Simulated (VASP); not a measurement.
# Eu2O3 (P-3m1) in VASP: a series of runs

The runs below take Eu2O3 through single point, with LDA.

Everything below comes from runs of VASP 6.6.1. Logs are shortened: lines on timing, memory, paths and dates and some standing lists are left out, and cuts for length are marked.

## Step 1: The cell of the first run

Symmetry: P-3m1, No. 164, trigonal system. The conventional cell has a = 3.788 Å, b = 3.788 Å, c = 5.821 Å, α = 90.00°, β = 90.00°, γ = 120.00°. Eu (site symmetry 3m) has 7 O at 2.27 to 2.60 Å within 3.0 Å. Within 3.4 Å of O (site symmetry -3m) lie 6 Eu at 2.60 Å and 6 O at 2.98 Å. O (site symmetry 3m) has 4 Eu at 2.27 to 2.38 Å and 6 O at 2.81 to 2.98 Å within 3.0 Å.

## Step 2: Single point, LDA, collinear spin, ferromagnetic start

Input file INCAR:

```
SYSTEM = Eu2O3
PREC     = Accurate       ! precision mode
ENCUT    = 520            ! plane-wave cutoff, eV
EDIFF    = 1E-7           ! SCF threshold, eV
ISMEAR   = 0              ! smearing method
SIGMA    = 0.3            ! smearing width, eV
LREAL    = .False.        ! projectors in reciprocal space
LASPH    = .True.         ! aspherical terms in the spheres
NELM     = 150            ! most SCF steps
ALGO     = Normal         ! electronic algorithm
ISIF     = 2              ! what is computed and relaxed
LWAVE    = .False.        ! write WAVECAR
LCHARG   = .False.        ! write CHGCAR
ISPIN    = 2              ! spin polarisation
MAGMOM   = 4.9 4.9 0 0 0  ! initial moments
LORBIT   = 11             ! projections on sites
LMAXMIX  = 6              ! l up to which the mixer works
GGA      = CA             ! functional
NBANDS   = 38             ! bands
```

Input file KPOINTS:

```
regular mesh
0
Gamma
  7 7 4
  0 0 0
```

Input file POSCAR:

```
Eu2O3
1.0
    3.7883000000      0.0000000000      0.0000000000
   -1.8941500000      3.2807640372      0.0000000000
    0.0000000000      0.0000000000      5.8208370000
Eu O
2 3
Direct
    0.6666670000      0.3333330000      0.7575560000
    0.3333330000      0.6666670000      0.2424440000
    0.0000000000      0.0000000000      0.0000000000
    0.6666670000      0.3333330000      0.3488960000
    0.3333330000      0.6666670000      0.6511040000
```

Potentials or basis: VASP PAW PBE potentials, release 64 (Eu, O).

The run is started by

```console
$ cat potpaw_PBE.64/Eu/POTCAR potpaw_PBE.64/O/POTCAR > POTCAR
$ mpirun -np 1 vasp_std > vasp.out
```

OUTCAR:

```text
SYSTEM = Eu2O3
   PREC = Accurate
   ENCUT = 520
   EDIFF = 1E-7
   ISMEAR = 0
   LREAL = .False.
   LASPH = .True.
   NELM = 150
   ISIF = 2
   ISPIN = 2
   LORBIT = 11
   GGA = CA

 ion  position               nearest neighbor table
   1  0.667  0.333  0.758-   5 2.27   5 2.27   5 2.27   4 2.38   3 2.60   3 2.60   3 2.60
   2  0.333  0.667  0.242-   4 2.27   4 2.27   4 2.27   5 2.38   3 2.60   3 2.60   3 2.60
   3  0.000  0.000  0.000-   1 2.60   2 2.60   1 2.60   2 2.60   1 2.60   2 2.60
   4  0.667  0.333  0.349-   2 2.27   2 2.27   2 2.27   1 2.38
   5  0.333  0.667  0.651-   1 2.27   1 2.27   1 2.27   2 2.38

  LATTYP: Found a hexagonal cell.
 ALAT       =     3.7883000000
 C/A-ratio  =     1.5365301059

  Lattice vectors:

 A1 = (   3.7883000000,   0.0000000000,   0.0000000000)
 A2 = (  -1.8941500000,   3.2807640372,   0.0000000000)
 A3 = (   0.0000000000,   0.0000000000,   5.8208370000)

Analysis of symmetry for initial positions (statically):
=====================================================================
 Subroutine PRICEL returns:
 Original cell was already a primitive cell.

 Routine SETGRP: Setting up the symmetry group for a
 hexagonal supercell.

 Subroutine GETGRP returns: Found 12 space group operations
 (whereof 12 operations were pure point group operations)
 out of a pool of 24 trial point group operations.

The static configuration has the point symmetry D_3d.

Analysis of symmetry for dynamics (positions and initial velocities):
=====================================================================
 Subroutine PRICEL returns:
 Original cell was already a primitive cell.

 Routine SETGRP: Setting up the symmetry group for a
 hexagonal supercell.

 Subroutine GETGRP returns: Found 12 space group operations
 (whereof 12 operations were pure point group operations)
 out of a pool of 24 trial point group operations.

The dynamic configuration has the point symmetry D_3d.

Analysis of structural, dynamic, and magnetic symmetry:
=====================================================================
 Subroutine PRICEL returns:
 Original cell was already a primitive cell.

 Routine SETGRP: Setting up the symmetry group for a
 hexagonal supercell.

 Subroutine GETGRP returns: Found 12 space group operations
 (whereof 12 operations were pure point group operations)
 out of a pool of 24 trial point group operations.

The overall configuration has the point symmetry D_3d.

 Subroutine INISYM returns: Found 12 space group operations
 (whereof 12 operations are pure point group operations),
 and found     1 'primitive' translations

----------------------------------------------------------------------------------------

                                     Primitive cell

  volume of cell :      72.3444

  direct lattice vectors                    reciprocal lattice vectors
     3.788300000  0.000000000  0.000000000     0.263970646  0.152403524  0.000000000
    -1.894150000  3.280764037  0.000000000     0.000000000  0.304807048  0.000000000
     0.000000000  0.000000000  5.820837000     0.000000000  0.000000000  0.171796599

  length of vectors
     3.788300000  3.788300000  5.820837000     0.304807048  0.304807048  0.171796599

  position of ions in fractional coordinates (direct lattice)
     0.666667000  0.333333000  0.757556000
     0.333333000  0.666667000  0.242444000
     0.000000000  0.000000000  0.000000000
     0.666667000  0.333333000  0.348896000
     0.333333000  0.666667000  0.651104000

  ion indices of the primitive-cell ions
   primitive index   ion index
                 1           1
                 2           2
                 3           3
                 4           4
                 5           5

----------------------------------------------------------------------------------------

 KPOINTS: regular mesh
[... 25 lines left out ...]
  0.000000  0.000000  0.000000      1.000000
  0.142857  0.000000  0.000000      6.000000
  0.285714  0.000000  0.000000      6.000000
  0.428571 -0.000000  0.000000      6.000000
  0.142857  0.142857  0.000000      6.000000
  0.285714  0.142857  0.000000     12.000000
[... 16 lines left out ...]
  0.285714  0.000000  0.500000      6.000000
  0.428571 -0.000000  0.500000      6.000000
 [... further k-points ...]
   k-points           NKPTS =     28   k-points in BZ     NKDIM =     28   number of bands    NBANDS=     38
   number of dos      NEDOS =    301   number of ions     NIONS =      5
   total plane-waves  NPLWV =  37632
   dimension x,y,z NGX =    28 NGY =   28 NGZ =   48
   dimension x,y,z NGXF=    56 NGYF=   56 NGZF=   96
   ions per type =               2   3
   NGX,Y,Z   is equivalent  to a cutoff of  12.29, 12.29, 13.71 a.u.
   NGXF,Y,Z  is equivalent  to a cutoff of  24.58, 24.58, 27.42 a.u.
 SYSTEM =  Eu2O3
   PREC   = accura    normal or accurate (medium, high low for compatibility)
   ISTART =      0    job   : 0-new  1-cont  2-samecut
   ICHARG =      2    charge: 1-file 2-atom 10-const
   ISPIN  =      2    spin polarized calculation?
   LNONCOLLINEAR =      F non collinear calculations
   LSORBIT =      F    spin-orbit coupling
   LASPH  =      T    aspherical Exc in radial PAW
   ENCUT  =  520.0 eV  38.22 Ry    6.18 a.u.   7.04  7.04 10.82*2*pi/ulx,y,z
   NELM   =    150;   NELMIN=  2; NELMDL= -5     # of ELM steps
   EDIFF  = 0.1E-06   stopping-criterion for ELM
   LREAL  =      F    real-space projection
   EDIFFG = 0.1E-05   stopping-criterion for IOM
   NSW    =      0    number of steps for IOM
   IBRION =     -1    ionic relax: 0-MD 1-quasi-New 2-CG
   NFREE  =      0    steps in history (QN), initial steepest desc. (CG)
   ISIF   =      2    stress and relaxation
   ISYM   =      2    0-nonsym 1-usesym 2-fastsym
   POTIM  = 0.5000    time-step for ionic-motion
   TEBEG  =    0.0;   TEEND  =   0.0 temperature during run
   PSTRESS=    0.0 pullay stress
   NELECT =      52.0000    total number of electrons
   NUPDOWN=      -1.0000    fix difference up-down
   EMIN   =  10.00;   EMAX   =-10.00  energy-range for DOS
   EFERMI =   0.00;   METHOD = LEGACY
   ISMEAR =     0;   SIGMA  =   0.30  broadening in eV -4-tet -1-fermi 0-gaus
   EFERMI_NEDOS =   21; number of points for ismear=-14 and -15
   IALGO  =     38    algorithm
   IMIX   =      4    mixing-type and parameters
     AMIX     =   0.40;   BMIX     =  1.00
     AMIX_MAG =   1.60;   BMIX_MAG =  1.00
  volume/ion in A,a.u.               =      14.47        97.64
  Fermi-wavevector in a.u.,A,eV,Ry     =   1.466474  2.771234 29.259952  2.150546
  Thomas-Fermi vector in A             =   2.582207
   LORBIT       =     11    0 simple, 1 ext, 2 COOP (PROOUT), +10 PAW based schemes
   GGA     = CA    functional components
   LHFCALC =     F    Hartree Fock is set to
   AEXX    =    0.0000 exact exchange contribution
   IVDW    =     0    specifies the selected vdW correction
   LEPSILON=     F    determine dielectric tensor
   LRPA    =     F    only Hartree local field effects (RPA)
 spin polarized calculation
 Gauss-broadening in eV      SIGMA  =   0.30
  energy-cutoff  :      520.00
  volume of cell :       72.34
 maximum number of plane-waves:      1958
   NGX = 15   NGY = 15   NGZ = 21

 number of electron      52.0000000 magnetization       9.8000000

 number of electron      52.0000007 magnetization      11.9998734

 Free energy of the ion-electron system (eV)
  ---------------------------------------------------
  ext. energy  EPLUGINS =         0.00000000
  ---------------------------------------------------
  free energy    TOTEN  =       -55.49792124 eV

  energy without entropy =      -55.12702461  energy(sigma->0) =      -55.31247292

 E-fermi :   2.4355     XC(G=0): -11.6444

 val. band max:        2.4270811911   @ k =   0.0000   0.1429   0.2500
 cond. band min:       2.4405838188   @ k =   0.4286   0.1429   0.0000
 fundamental gap:      0.0135026278
 Fermi energy:         2.4354776843

 spin component 1

 k-point     1 :       0.0000    0.0000    0.0000
  band No.  band energies     occupation
      1     -37.7975      1.00000
      2     -37.7003      1.00000
      3     -17.6671      1.00000
      4     -16.3280      1.00000
      5     -16.3280      1.00000
      6     -16.1788      1.00000
[... 973 lines left out ...]
     37       8.5389      0.00000
     38       8.8680      0.00000

 [... further k-points ...]

 spin component 2

 k-point     1 :       0.0000    0.0000    0.0000
  band No.  band energies     occupation
      1     -35.3013      1.00000
      2     -35.1765      1.00000
      3     -16.5354      1.00000
      4     -14.4965      1.00000
      5     -14.4965      1.00000
      6     -14.3148      1.00000
[... 973 lines left out ...]
     37       9.3638      0.00000
     38       9.5113      0.00000

 [... further k-points ...]

------------------------ aborting loop because EDIFF is reached ----------------------------------------

  FORCE on cell =-STRESS in cart. coord.  units (eV):
  Direction    XX          YY          ZZ          XY          YZ          ZX
  --------------------------------------------------------------------------------------
  -------------------------------------------------------------------------------------
  Total       -4.1149017     -4.1149017     -3.2023535      0.0000000      0.0000000      0.0000000
  in kB      -91.1308133    -91.1308133    -70.9210333      0.0000000      0.0000000      0.0000000
  external PRESSURE =     -84.3942200 kB  Pullay stress =       0.0000000 kB

 VOLUME and BASIS-vectors are now :
 -----------------------------------------------------------------------------
  energy-cutoff  :      520.00
  volume of cell :       72.34
      direct lattice vectors                 reciprocal lattice vectors
     3.788300000  0.000000000  0.000000000     0.263970646  0.152403524  0.000000000
    -1.894150000  3.280764037  0.000000000     0.000000000  0.304807048  0.000000000
     0.000000000  0.000000000  5.820837000     0.000000000  0.000000000  0.171796599

 POSITION                                       TOTAL-FORCE (eV/Angst)
 -----------------------------------------------------------------------------------
      1.89415      1.09359      4.40961         0.000000     -0.000000     -0.388033
     -0.00000      2.18718      1.41123        -0.000000      0.000000      0.388033
      0.00000      0.00000      0.00000        -0.000000      0.000000      0.000000
      1.89415      1.09359      2.03087        -0.000000      0.000000      0.054756
     -0.00000      2.18718      3.78997        -0.000000     -0.000000     -0.054756
 -----------------------------------------------------------------------------------
    total drift:                                0.000000     -0.000000      0.000000

  FREE ENERGIE OF THE ION-ELECTRON SYSTEM (eV)
  ---------------------------------------------------
  free  energy   TOTEN  =       -55.4979212385 eV

  energy  without entropy=      -55.1270246084  energy(sigma->0) =      -55.31247292

 total charge

# of ion       s       p       d       f       tot
--------------------------------------------------
    1        2.038   5.707   0.560   6.256  14.562
    2        2.038   5.707   0.560   6.256  14.562
    3        1.545   3.350   0.000   0.000   4.895
    4        1.556   3.435   0.000   0.000   4.991
    5        1.556   3.435   0.000   0.000   4.991
--------------------------------------------------
tot          8.732  21.635   1.121  12.513  44.000

 magnetization (x)

# of ion       s       p       d       f       tot
--------------------------------------------------
    1       -0.006  -0.081   0.066   6.063   6.042
    2       -0.006  -0.081   0.066   6.063   6.042
    3       -0.003  -0.156   0.000   0.000  -0.159
    4       -0.004  -0.119   0.000   0.000  -0.123
    5       -0.004  -0.119   0.000   0.000  -0.123
--------------------------------------------------
tot         -0.023  -0.557   0.131  12.127  11.678
```

It took 5.2 min on 1 thread of Intel Xeon 6975P-C (Granite Rapids), shared host; peak memory 0.26 GiB.

What came out:

- Free energy: -55.4979 eV
- Pressure: -8.4 GPa
- Largest force: 0.388 eV/Å
- Band gap on the k mesh: zero (filled and empty bands overlap)
- Net moment: 12.00 μB per cell
- Site moments: Eu +6.04; O -0.16, -0.12 (each value once) μB
- Valence electrons inside the program's atomic spheres: Eu 14.56; O 4.89, 4.99 (each value once)

Forces in eV/Å, atoms in the order of the input:
```
Eu   0.000  0.000 -0.388
Eu   0.000  0.000  0.388
O    0.000  0.000  0.000
O    0.000  0.000  0.055
O    0.000  0.000 -0.055
```

Caveat: the cell stands under tension; so wide a smearing shifts energies and pressures; the PAW data sets were made with another functional, which shifts forces and pressure a little; spin-orbit coupling is left out, which moves the levels of the heavy elements; semilocal functionals describe open f shells poorly, which spoils levels, moments and volumes. The state reached can hang on the start; a lower one may exist.

## Step 3: Single point, LDA, collinear spin, ferromagnetic start

Input file INCAR:

```
PREC     = Accurate       # precision mode
ENCUT    = 520            # plane-wave cutoff, eV
EDIFF    = 1E-6           # SCF threshold, eV
ISMEAR   = 0              # smearing method
SIGMA    = 0.2            # smearing width, eV
LREAL    = F              # projectors in reciprocal space
LASPH    = T              # aspherical terms in the spheres
NELM     = 150            # most SCF steps
ALGO     = Normal         # electronic algorithm
ISIF     = 2              # what is computed and relaxed
LWAVE    = F              # write WAVECAR
LCHARG   = F              # write CHGCAR
ISPIN    = 2              # spin polarisation
MAGMOM   = 4.9 4.9 0 0 0  # initial moments
LORBIT   = 11             # projections on sites
LMAXMIX  = 6              # l up to which the mixer works
GGA      = CA             # functional
NBANDS   = 38             # bands
```

Input file KPOINTS:

```
Automatic mesh
0
Gamma
  7 7 4
```

POSCAR is that of step 2.

Potentials or basis: VASP PAW PBE potentials, release 64 (Eu, O).

The run is started by

```console
$ cat potpaw_PBE.64/Eu/POTCAR potpaw_PBE.64/O/POTCAR > POTCAR
$ mpirun -np 1 vasp_std > vasp.out
```

OUTCAR:

```text
PREC = Accurate
   ENCUT = 520
   EDIFF = 1E-6
   ISMEAR = 0
   LREAL = F
   LASPH = T
   NELM = 150
   ISIF = 2
   ISPIN = 2
   LORBIT = 11
   GGA = CA

 ion  position               nearest neighbor table
   1  0.667  0.333  0.758-   5 2.27   5 2.27   5 2.27   4 2.38   3 2.60   3 2.60   3 2.60
   2  0.333  0.667  0.242-   4 2.27   4 2.27   4 2.27   5 2.38   3 2.60   3 2.60   3 2.60
   3  0.000  0.000  0.000-   1 2.60   2 2.60   1 2.60   2 2.60   1 2.60   2 2.60
   4  0.667  0.333  0.349-   2 2.27   2 2.27   2 2.27   1 2.38
   5  0.333  0.667  0.651-   1 2.27   1 2.27   1 2.27   2 2.38

  LATTYP: Found a hexagonal cell.
 ALAT       =     3.7883000000
 C/A-ratio  =     1.5365301059

  Lattice vectors:

 A1 = (   3.7883000000,   0.0000000000,   0.0000000000)
 A2 = (  -1.8941500000,   3.2807640372,   0.0000000000)
[... 2178 lines left out ...]

 [... further k-points ...]
[... 5 lines left out ...]
  --------------------------------------------------------------------------------------
  -------------------------------------------------------------------------------------
  Total       -4.1644955     -4.1644955     -3.2409113      0.0000000      0.0000000      0.0000000
  in kB      -92.2291456    -92.2291456    -71.7749544      0.0000000      0.0000000      0.0000000
  external PRESSURE =     -85.4110819 kB  Pullay stress =       0.0000000 kB

 VOLUME and BASIS-vectors are now :
 -----------------------------------------------------------------------------
  energy-cutoff  :      520.00
  volume of cell :       72.34
      direct lattice vectors                 reciprocal lattice vectors
     3.788300000  0.000000000  0.000000000     0.263970646  0.152403524  0.000000000
    -1.894150000  3.280764037  0.000000000     0.000000000  0.304807048  0.000000000
     0.000000000  0.000000000  5.820837000     0.000000000  0.000000000  0.171796599

 POSITION                                       TOTAL-FORCE (eV/Angst)
 -----------------------------------------------------------------------------------
      1.89415      1.09359      4.40961         0.000000     -0.000000     -0.358129
     -0.00000      2.18718      1.41123         0.000000      0.000000      0.358129
      0.00000      0.00000      0.00000         0.000000      0.000000      0.000000
      1.89415      1.09359      2.03087        -0.000000     -0.000000      0.047388
     -0.00000      2.18718      3.78997         0.000000      0.000000     -0.047388
 -----------------------------------------------------------------------------------
    total drift:                                0.000000     -0.000000      0.000000

  FREE ENERGIE OF THE ION-ELECTRON SYSTEM (eV)
  ---------------------------------------------------
  free  energy   TOTEN  =       -55.3917449488 eV

  energy  without entropy=      -55.2157280130  energy(sigma->0) =      -55.30373648

 total charge

# of ion       s       p       d       f       tot
--------------------------------------------------
    1        2.038   5.708   0.558   6.264  14.567
    2        2.038   5.708   0.558   6.264  14.567
    3        1.546   3.349   0.000   0.000   4.894
    4        1.556   3.435   0.000   0.000   4.990
    5        1.556   3.435   0.000   0.000   4.990
--------------------------------------------------
tot          8.732  21.633   1.116  12.527  44.009

 magnetization (x)

# of ion       s       p       d       f       tot
--------------------------------------------------
    1       -0.006  -0.082   0.066   6.073   6.052
    2       -0.006  -0.082   0.066   6.073   6.052
    3       -0.003  -0.166   0.000   0.000  -0.170
    4       -0.004  -0.125   0.000   0.000  -0.129
    5       -0.004  -0.125   0.000   0.000  -0.129
--------------------------------------------------
tot         -0.024  -0.580   0.132  12.147  11.675
```

It took 5 min on 1 thread of Intel Xeon 6975P-C (Granite Rapids), shared host; peak memory 0.26 GiB.

Results:

- Free energy: -55.3917 eV
- Pressure: -8.5 GPa
- Largest force: 0.358 eV/Å
- Band gap on the k mesh: zero (filled and empty bands overlap)
- Net moment: 12.00 μB per cell
- Site moments: Eu +6.05; O -0.17, -0.13 (each value once) μB
- Valence electrons inside the program's atomic spheres: Eu 14.57; O 4.89, 4.99 (each value once)

Forces on the atoms (eV/Å):
```
Eu   0.000  0.000 -0.358
Eu   0.000  0.000  0.358
O    0.000  0.000  0.000
O    0.000  0.000  0.047
O    0.000  0.000 -0.047
```

Caveat: the cell stands under tension; the PAW data sets were made with another functional, which shifts forces and pressure a little; spin-orbit coupling is left out, which moves the levels of the heavy elements; semilocal functionals describe open f shells poorly, which spoils levels, moments and volumes. With open d or f shells a metallic result of LDA can be an artefact of self-interaction; +U or a hybrid may open a gap.

(Continued in part 2 of 2.)

The gap in the log of VASP goes by the Fermi energy; the results here count the filled bands.